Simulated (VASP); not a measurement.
Here is a VASP 6.6.1 calculation.

Contents of INCAR:

```
SYSTEM = NaCl
PREC     = Accurate       ! precision mode
ENCUT    = 520            ! plane-wave cutoff, eV
EDIFF    = 1E-6           ! SCF threshold, eV
ISMEAR   = -1             ! smearing method
SIGMA    = 0.05           ! smearing width, eV
LREAL    = .False.        ! projectors in reciprocal space
LASPH    = .True.         ! aspherical terms in the spheres
NELM     = 60             ! most SCF steps
ALGO     = Normal         ! electronic algorithm
ISIF     = 2              ! what is computed and relaxed
LWAVE    = .False.        ! write WAVECAR
LCHARG   = .True.         ! write CHGCAR
GGA      = RP             ! functional
LELF     = .True.         ! ELF
LVHAR    = .True.       
NBANDS   = 14             ! bands
```

KPOINTS

```
regular mesh
0
Gamma
  8 8 8
  0 0 0
```

Contents of POSCAR:

```
NaCl
1.0
    3.5021900000      0.0000000000      0.0000000000
    0.0000000000      3.5021900000      0.0000000000
    0.0000000000      0.0000000000      3.5021900000
Cl Na
1 1
Direct
    0.5000000000      0.5000000000      0.5000000000
    0.0000000000      0.0000000000      0.0000000000
```

Potentials or basis: VASP PAW PBE potentials, release 64 (Cl, Na_pv).

Run with:

```bash
$ cat potpaw_PBE.64/Cl/POTCAR potpaw_PBE.64/Na_pv/POTCAR > POTCAR
$ mpirun -np 1 vasp_std > vasp.out
```

(1) Predict the band gap on the k mesh.

(2) Estimate the pressure.

## Answers

(1) 4.27 eV, indirect (least direct gap 4.75 eV).

(2) 1.9 GPa.

Caveat: the PAW data sets were made with another functional, which shifts forces and pressure a little.
